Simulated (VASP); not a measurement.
# AlO (P6_3mc) in VASP: notebook

AlO is run at these levels: PBE; tasks: single point, relaxation of cell and atoms.

Everything below comes from runs of VASP 6.6.1. Logs are shortened: lines on timing, memory, paths and dates and some standing lists are left out, and cuts for length are marked.

**1. The cell of the first run**

The structure is hexagonal, space group P6_3mc (No. 186). Conventional cell: a = 2.937 Å, b = 2.937 Å, c = 10.677 Å, α = 90.00°, β = 90.00°, γ = 120.00°. Al (site symmetry 3m) has 3 O at 1.83 Å within 2.4 Å. Within 2.4 Å of O (site symmetry 3m) lie 3 Al at 1.83 Å.

**2. Single point, PBE**

INCAR reads:

```
PREC = Accurate ; ENCUT = 520
EDIFF = 1E-6 ; ISMEAR = 0
SIGMA = 0.1 ; LREAL = False
LASPH = True ; NELM = 100
ALGO = Normal ; ISIF = 2
LWAVE = False ; LCHARG = False
GGA = PE ; NBANDS = 17
```

KPOINTS reads:

```
Automatic mesh
0
Gamma
  18 18 4
```

POSCAR reads:

```
AlO
1.0
    2.9369950118      0.0000000000      0.0000000000
   -1.4684975059      2.5435122910      0.0000000000
    0.0000000000      0.0000000000     10.6768490314
Al O
2 2
Direct
    0.6666666667      0.3333333333      0.4718422380
    0.3333333333      0.6666666667      0.9718422380
    0.6666666667      0.3333333333      0.9081577620
    0.3333333333      0.6666666667      0.4081577620
```

Potentials or basis: VASP PAW PBE potentials, release 64 (Al, O).

Launch:

```
> cat potpaw_PBE.64/Al/POTCAR potpaw_PBE.64/O/POTCAR > POTCAR
> mpirun -np 1 vasp_std > vasp.out
```

OUTCAR:

```text
PREC = Accurate
   ENCUT = 520
   EDIFF = 1E-6
   ISMEAR = 0
   LREAL = False
   LASPH = True
   NELM = 100
   ISIF = 2
   GGA = PE

 ion  position               nearest neighbor table
   1  0.667  0.333  0.472-   4 1.83   4 1.83   4 1.83
   2  0.333  0.667  0.972-   3 1.83   3 1.83   3 1.83
   3  0.667  0.333  0.908-   2 1.83   2 1.83   2 1.83
   4  0.333  0.667  0.408-   1 1.83   1 1.83   1 1.83

  LATTYP: Found a hexagonal cell.
 ALAT       =     2.9369950118
 C/A-ratio  =     3.6352969578

  Lattice vectors:

 A1 = (   2.9369950118,   0.0000000000,   0.0000000000)
 A2 = (  -1.4684975059,   2.5435122910,   0.0000000000)
 A3 = (   0.0000000000,   0.0000000000,  10.6768490314)

Analysis of symmetry for initial positions (statically):
=====================================================================
 Subroutine PRICEL returns:
 Original cell was already a primitive cell.

 Routine SETGRP: Setting up the symmetry group for a
 hexagonal supercell.

 Subroutine GETGRP returns: Found 12 space group operations
 (whereof  6 operations were pure point group operations)
 out of a pool of 24 trial point group operations.

The static configuration has the point symmetry C_3v.
 The point group associated with its full space group is C_6v.

Analysis of symmetry for dynamics (positions and initial velocities):
=====================================================================
 Subroutine PRICEL returns:
 Original cell was already a primitive cell.

 Routine SETGRP: Setting up the symmetry group for a
 hexagonal supercell.

 Subroutine GETGRP returns: Found 12 space group operations
 (whereof  6 operations were pure point group operations)
 out of a pool of 24 trial point group operations.

The dynamic configuration has the point symmetry C_3v.
 The point group associated with its full space group is C_6v.

 Subroutine INISYM returns: Found 12 space group operations
 (whereof  6 operations are pure point group operations),
 and found     1 'primitive' translations

----------------------------------------------------------------------------------------

                                     Primitive cell

  volume of cell :      79.7591

  direct lattice vectors                    reciprocal lattice vectors
     2.936995012  0.000000000  0.000000000     0.340484065  0.196578566  0.000000000
    -1.468497506  2.543512291  0.000000000     0.000000000  0.393157133  0.000000000
     0.000000000  0.000000000 10.676849031     0.000000000  0.000000000  0.093660592

  length of vectors
     2.936995012  2.936995012 10.676849031     0.393157133  0.393157133  0.093660592

  position of ions in fractional coordinates (direct lattice)
     0.666666667  0.333333333  0.471842238
     0.333333333  0.666666667  0.971842238
     0.666666667  0.333333333  0.908157762
     0.333333333  0.666666667  0.408157762

  ion indices of the primitive-cell ions
   primitive index   ion index
                 1           1
                 2           2
                 3           3
                 4           4

----------------------------------------------------------------------------------------

 KPOINTS: Automatic mesh

Automatic generation of k-mesh.
 Grid dimensions read from file:
 generate k-points for:   18   18    4

 Generating k-lattice:

  Cartesian coordinates                     Fractional coordinates (reciprocal lattice)
     0.018915781  0.010921031  0.000000000     0.055555556 -0.000000000  0.000000000
     0.000000000  0.021842063  0.000000000     0.000000000  0.055555556  0.000000000
     0.000000000  0.000000000  0.023415148     0.000000000  0.000000000  0.250000000

  Length of vectors
     0.021842063  0.021842063  0.023415148

  Shift w.r.t. Gamma in fractional coordinates (k-lattice)
     0.000000000  0.000000000  0.000000000

 Subroutine IBZKPT returns following result:
 ===========================================

 Found    111 irreducible k-points:

 Following reciprocal coordinates:
            Coordinates               Weight
  0.000000  0.000000  0.000000      1.000000
  0.055556  0.000000  0.000000      6.000000
  0.111111  0.000000  0.000000      6.000000
  0.166667  0.000000  0.000000      6.000000
  0.222222 -0.000000  0.000000      6.000000
  0.277778  0.000000  0.000000      6.000000
[... 16 lines left out ...]
  0.333333  0.111111  0.000000     12.000000
  0.388889  0.111111  0.000000     12.000000
 [... further k-points ...]
   k-points           NKPTS =    111   k-points in BZ     NKDIM =    111   number of bands    NBANDS=     17
   number of dos      NEDOS =    301   number of ions     NIONS =      4
   total plane-waves  NPLWV =  46080
   dimension x,y,z NGX =    24 NGY =   24 NGZ =   80
   dimension x,y,z NGXF=    48 NGYF=   48 NGZF=  160
   ions per type =               2   2
   NGX,Y,Z   is equivalent  to a cutoff of  13.58, 13.58, 12.46 a.u.
   NGXF,Y,Z  is equivalent  to a cutoff of  27.17, 27.17, 24.91 a.u.
 SYSTEM =  unknown system
   PREC   = accura    normal or accurate (medium, high low for compatibility)
   ISTART =      0    job   : 0-new  1-cont  2-samecut
   ICHARG =      2    charge: 1-file 2-atom 10-const
   ISPIN  =      1    spin polarized calculation?
   LNONCOLLINEAR =      F non collinear calculations
   LSORBIT =      F    spin-orbit coupling
   LASPH  =      T    aspherical Exc in radial PAW
   ENCUT  =  520.0 eV  38.22 Ry    6.18 a.u.   5.46  5.46 19.85*2*pi/ulx,y,z
   NELM   =    100;   NELMIN=  2; NELMDL= -5     # of ELM steps
   EDIFF  = 0.1E-05   stopping-criterion for ELM
   LREAL  =      F    real-space projection
   EDIFFG = 0.1E-04   stopping-criterion for IOM
   NSW    =      0    number of steps for IOM
   IBRION =     -1    ionic relax: 0-MD 1-quasi-New 2-CG
   NFREE  =      0    steps in history (QN), initial steepest desc. (CG)
   ISIF   =      2    stress and relaxation
   ISYM   =      2    0-nonsym 1-usesym 2-fastsym
   POTIM  = 0.5000    time-step for ionic-motion
   TEBEG  =    0.0;   TEEND  =   0.0 temperature during run
   PSTRESS=    0.0 pullay stress
   NELECT =      18.0000    total number of electrons
   NUPDOWN=      -1.0000    fix difference up-down
   EMIN   =  10.00;   EMAX   =-10.00  energy-range for DOS
   EFERMI =   0.00;   METHOD = LEGACY
   ISMEAR =     0;   SIGMA  =   0.10  broadening in eV -4-tet -1-fermi 0-gaus
   EFERMI_NEDOS =   21; number of points for ismear=-14 and -15
   IALGO  =     38    algorithm
   IMIX   =      4    mixing-type and parameters
     AMIX     =   0.40;   BMIX     =  1.00
     AMIX_MAG =   1.60;   BMIX_MAG =  1.00
  volume/ion in A,a.u.               =      19.94       134.56
  Fermi-wavevector in a.u.,A,eV,Ry     =   0.996718  1.883524 13.516663  0.993447
  Thomas-Fermi vector in A             =   2.128825
   LORBIT       =      0    0 simple, 1 ext, 2 COOP (PROOUT), +10 PAW based schemes
   GGA     = PE    functional components
   LHFCALC =     F    Hartree Fock is set to
   AEXX    =    0.0000 exact exchange contribution
   IVDW    =     0    specifies the selected vdW correction
   LEPSILON=     F    determine dielectric tensor
   LRPA    =     F    only Hartree local field effects (RPA)
 non-spin polarized calculation
 Gauss-broadening in eV      SIGMA  =   0.10
  energy-cutoff  :      520.00
  volume of cell :       79.76
 maximum number of plane-waves:      2195
 NGX is ok and might be reduce to    24
   NGX = 11   NGY = 11   NGZ = 39

 number of electron      17.9999998 magnetization

 Free energy of the ion-electron system (eV)
  ---------------------------------------------------
  ext. energy  EPLUGINS =         0.00000000
  ---------------------------------------------------
  free energy    TOTEN  =       -24.61192273 eV

  energy without entropy =      -24.60791218  energy(sigma->0) =      -24.60991745

 E-fermi :   2.7361     XC(G=0):  -7.6348

 val. band max:        2.7294936105   @ k =   0.3333   0.0556   0.0000
 cond. band min:       2.7673297497   @ k =   0.3889   0.0000   0.0000
 fundamental gap:      0.0378361392
 Fermi energy:         2.7360974784

 k-point     1 :       0.0000    0.0000    0.0000
  band No.  band energies     occupation
      1     -18.7381      2.00000
      2     -18.7363      2.00000
      3      -4.5653      2.00000
      4      -4.4013      2.00000
      5      -2.5851      2.00000
      6      -2.5851      2.00000
[... 9 lines left out ...]
     16      13.4115      0.00000
     17      13.4213      0.00000

 k-point     2 :       0.0556    0.0000    0.0000
  band No.  band energies     occupation
      1     -18.7131      2.00000
      2     -18.7114      2.00000
      3      -4.5298      2.00000
      4      -4.3699      2.00000
      5      -2.7395      2.00000
      6      -2.7377      2.00000
[... 9 lines left out ...]
     16      12.9787      0.00000
     17      13.4592      0.00000

 k-point     3 :       0.1111    0.0000    0.0000
  band No.  band energies     occupation
      1     -18.6399      2.00000
      2     -18.6383      2.00000
      3      -4.4349      2.00000
      4      -4.2911      2.00000
      5      -3.1264      2.00000
      6      -3.1239      2.00000
[... 9 lines left out ...]
     16      12.0717      0.00000
     17      13.5549      0.00000

 k-point     4 :       0.1667    0.0000    0.0000
  band No.  band energies     occupation
      1     -18.5249      2.00000
      2     -18.5233      2.00000
      3      -4.3562      2.00000
      4      -4.2668      2.00000
      5      -3.5684      2.00000
      6      -3.5234      2.00000
[... 9 lines left out ...]
     16      11.3235      0.00000
     17      13.3554      0.00000
[... 343 lines left out ...]
      1     -18.0152      2.00000
      2     -18.0143      2.00000
      3      -5.5583      2.00000
      4      -5.5504      2.00000
      5      -3.4039      2.00000
      6      -3.4024      2.00000
[... 9 lines left out ...]
     16      10.8587      0.00000
     17      11.8174      0.00000

 k-point    23 :       0.3333    0.1111    0.0000
  band No.  band energies     occupation
      1     -17.8869      2.00000
      2     -17.8863      2.00000
      3      -5.8950      2.00000
      4      -5.8887      2.00000
      5      -3.5313      2.00000
      6      -3.5305      2.00000
[... 9 lines left out ...]
     16      10.7042      0.00000
     17      11.8408      0.00000

 k-point    24 :       0.3889    0.1111    0.0000
  band No.  band energies     occupation
      1     -17.8006      2.00000
      2     -17.8002      2.00000
      3      -6.1119      2.00000
      4      -6.1072      2.00000
      5      -3.6141      2.00000
      6      -3.6132      2.00000
[... 9 lines left out ...]
     16      10.8859      0.00000
     17      11.7309      0.00000

 [... further k-points ...]

------------------------ aborting loop because EDIFF is reached ----------------------------------------

  FORCE on cell =-STRESS in cart. coord.  units (eV):
  Direction    XX          YY          ZZ          XY          YZ          ZX
  --------------------------------------------------------------------------------------
  -------------------------------------------------------------------------------------
  Total        0.0466758      0.0466758     -0.0225198      0.0000000      0.0000000      0.0000000
  in kB        0.9376101      0.9376101     -0.4523722      0.0000000      0.0000000      0.0000000
  external PRESSURE =       0.4742827 kB  Pullay stress =       0.0000000 kB

 VOLUME and BASIS-vectors are now :
 -----------------------------------------------------------------------------
  energy-cutoff  :      520.00
  volume of cell :       79.76
      direct lattice vectors                 reciprocal lattice vectors
     2.936995012  0.000000000  0.000000000     0.340484065  0.196578566  0.000000000
    -1.468497506  2.543512291  0.000000000     0.000000000  0.393157133  0.000000000
     0.000000000  0.000000000 10.676849031     0.000000000  0.000000000  0.093660592

 POSITION                                       TOTAL-FORCE (eV/Angst)
 -----------------------------------------------------------------------------------
      1.46850      0.84784      5.03779        -0.000000     -0.000000     -0.010911
     -0.00000      1.69567     10.37621         0.000000      0.000000     -0.010911
      1.46850      0.84784      9.69626         0.000000     -0.000000      0.010911
     -0.00000      1.69567      4.35784         0.000000     -0.000000      0.010911
 -----------------------------------------------------------------------------------
    total drift:                               -0.000000     -0.000000      0.000177

  FREE ENERGIE OF THE ION-ELECTRON SYSTEM (eV)
  ---------------------------------------------------
  free  energy   TOTEN  =       -24.6119227267 eV

  energy  without entropy=      -24.6079121816  energy(sigma->0) =      -24.60991745
```

Wall time 52 s (1 thread of Intel Xeon 6975P-C (Granite Rapids), shared host); peak memory 0.27 GiB.

Results:

| Item | Value |
| --- | --- |
| Free energy | -24.6119 eV |
| Pressure | 0.0 GPa |
| Largest force | 0.011 eV/Å |
| Band gap on the k mesh | zero (bands 9 and 10 overlap by 4.34 eV) |

Forces on the atoms (eV/Å):
```
Al   0.000  0.000 -0.011
Al   0.000  0.000 -0.011
O    0.000  0.000  0.011
O    0.000  0.000  0.011
```

**3. Single point, PBE**

INCAR reads:

```
SYSTEM = AlO
PREC = Accurate
ENCUT = 520
EDIFF = 1E-6
ISMEAR = 0
SIGMA = 0.1
LREAL = .FALSE.
LASPH = .TRUE.
NELM = 100
ALGO = Normal
ISIF = 2
LWAVE = .FALSE.
LCHARG = .FALSE.
GGA = PE
NBANDS = 17
```

KPOINTS reads:

```
regular mesh
0
G
  18 18 6
  0 0 0
```

POSCAR is that of step 2.

Potentials or basis: VASP PAW PBE potentials, release 64 (Al, O).

Launch:

```
> cat potpaw_PBE.64/Al/POTCAR potpaw_PBE.64/O/POTCAR > POTCAR
> mpirun -np 1 vasp_std > vasp.out
```

Wall time 68 s (1 thread of Intel Xeon 6975P-C (Granite Rapids), shared host); peak memory 0.31 GiB.

It converged, with:

```yaml
Free_energy: -24.6119 eV
Pressure: 0.0 GPa
Largest_force: 0.011 eV/Å
Band_gap_on_the_k_mesh: zero (bands 9 and 10 overlap by 4.34 eV)
```

Forces on the atoms (eV/Å):
```
Al   0.000  0.000 -0.011
Al   0.000  0.000 -0.011
O    0.000  0.000  0.011
O    0.000  0.000  0.011
```

Stress tensor (GPa, compression positive):
```
 0.09  0.00  0.00
 0.00  0.09  0.00
 0.00  0.00 -0.05
```

Levels at points of the mesh, in eV from the Fermi level:
| k point | band 8 | band 9 | band 10 | band 11 | band 12 | band 13 |
| --- | --- | --- | --- | --- | --- | --- |
| (0.00, 0.00, 0.00) | -5.32 | -2.45 | -1.78 | 2.29 | 3.81 | 5.41 |
| (0.50, 0.00, 0.00) | -5.37 | 0.80 | 0.86 | 2.04 | 2.29 | 6.27 |
| (0.00, 0.00, 0.50) | -5.32 | -2.14 | -2.14 | 2.93 | 2.93 | 6.48 |
| (0.50, 0.00, 0.50) | -5.38 | 0.82 | 0.82 | 2.17 | 2.17 | 6.44 |

**4. Relaxation of cell and atoms, PBE**

INCAR reads:

```
PREC     = Accurate       # precision mode
ENCUT    = 600            # plane-wave cutoff, eV
EDIFF    = 1E-6           # SCF threshold, eV
ISMEAR   = 0              # smearing method
SIGMA    = 0.1            # smearing width, eV
LREAL    = False          # projectors in reciprocal space
LASPH    = True           # aspherical terms in the spheres
NELM     = 60             # most SCF steps
ALGO     = Normal         # electronic algorithm
ISIF     = 3              # what is computed and relaxed
LWAVE    = False          # write WAVECAR
LCHARG   = False          # write CHGCAR
GGA      = PE             # functional
IBRION   = 2              # ionic algorithm
NSW      = 80             # ionic steps
EDIFFG   = -0.01          # ionic threshold
```

KPOINTS reads:

```
Automatic mesh
0
Gamma
  18 18 4
```

POSCAR is that of step 3.

Launch:

```
> cat potpaw_PBE.64/Al/POTCAR potpaw_PBE.64/O/POTCAR > POTCAR
> mpirun -np 1 vasp_std > vasp.out
```

Wall time 7.2 min (1 thread of Intel Xeon 6975P-C (Granite Rapids), shared host); peak memory 0.31 GiB.

The run converged. Its results:

```
Free energy                           : -24.6196 eV
Relaxed volume                        : 19.31 Å³/atom
Relaxed cell                          : a = 2.937 Å, b = 2.937 Å, c = 10.339 Å, α = 90.00°, β = 90.00°, γ = 120.00°
Space group after relaxing (to 0.1 Å) : P6_3mc (No. 186)
Energy gained by relaxing             : 0.3 meV/atom
Ionic steps                           : 20
Pressure after relaxing               : 0.0 GPa
Largest force after relaxing          : 0.004 eV/Å
Band gap on the k mesh                : zero (bands 9 and 10 overlap by 4.34 eV)
```

Forces on the atoms (eV/Å):
```
Al   0.000  0.000  0.004
Al   0.000  0.000  0.004
O    0.000  0.000 -0.004
O    0.000  0.000 -0.004
```

Stress tensor (GPa, compression positive):
```
 0.07  0.00  0.00
 0.00  0.07  0.00
 0.00  0.00 -0.02
```

The path:
| step | energy change (eV) | largest force (eV/Å) | pressure (GPa) | volume (Å³) |
| --- | --- | --- | --- | --- |
| 1 | 0.0000 | 0.0130 | -0.05 | 79.76 |
| 2 | 0.0000 | 0.0082 | 0.01 | 79.69 |
| 3 | 0.0000 | 0.0105 | 0.03 | 79.68 |
| 4 | -0.0001 | 0.0128 | 0.01 | 79.66 |
| 5 | -0.0001 | 0.0188 | -0.03 | 79.61 |
| 6 | -0.0001 | 0.0209 | -0.05 | 79.59 |
| 7 | -0.0002 | 0.0153 | -0.08 | 79.53 |
| 8 | -0.0003 | 0.0009 | -0.14 | 79.34 |
| 9 | -0.0004 | 0.0336 | -0.28 | 78.97 |
| 10 | -0.0004 | 0.0336 | -0.28 | 78.94 |
| 11 | -0.0005 | 0.0335 | -0.27 | 78.86 |
| 12 | -0.0006 | 0.0332 | -0.25 | 78.70 |
| 13 | -0.0007 | 0.0330 | -0.20 | 78.38 |
| 14 | -0.0009 | 0.0319 | -0.09 | 77.75 |
| 15 | -0.0010 | 0.0310 | -0.05 | 77.47 |
| 16 | -0.0010 | 0.0298 | 0.05 | 76.91 |
| 17 | -0.0010 | 0.0309 | -0.02 | 77.27 |
| 18 | -0.0011 | 0.0215 | 0.01 | 77.25 |
| 19 | -0.0011 | 0.0054 | 0.09 | 77.20 |
| 20 | -0.0012 | 0.0038 | 0.04 | 77.24 |

Final structure:
```
Al O
1.0
     2.93708    0.00000    0.00000
    -1.46854    2.54359    0.00000
     0.00000    0.00000   10.33874
Al O
2 2
Cartesian
  1.4685 0.8479 4.8879
  0.0000 1.6957 10.0573
  1.4685 0.8479 9.3796
  0.0000 1.6957 4.2102
```

Levels at points of the mesh, in eV from the Fermi level:
| k point | band 8 | band 9 | band 10 | band 11 | band 12 | band 13 |
| --- | --- | --- | --- | --- | --- | --- |
| (0.00, 0.00, 0.00) | -5.34 | -2.52 | -1.71 | 2.28 | 3.90 | 5.61 |
| (0.50, 0.00, 0.00) | -5.38 | 0.78 | 0.86 | 2.01 | 2.31 | 6.22 |
| (0.00, 0.00, 0.50) | -5.34 | -2.14 | -2.14 | 2.98 | 2.98 | 6.73 |
| (0.50, 0.00, 0.50) | -5.39 | 0.81 | 0.81 | 2.17 | 2.17 | 6.41 |

(Continued in part 2 of 2.)

The gap in the log of VASP goes by the Fermi energy; the results here count the filled bands.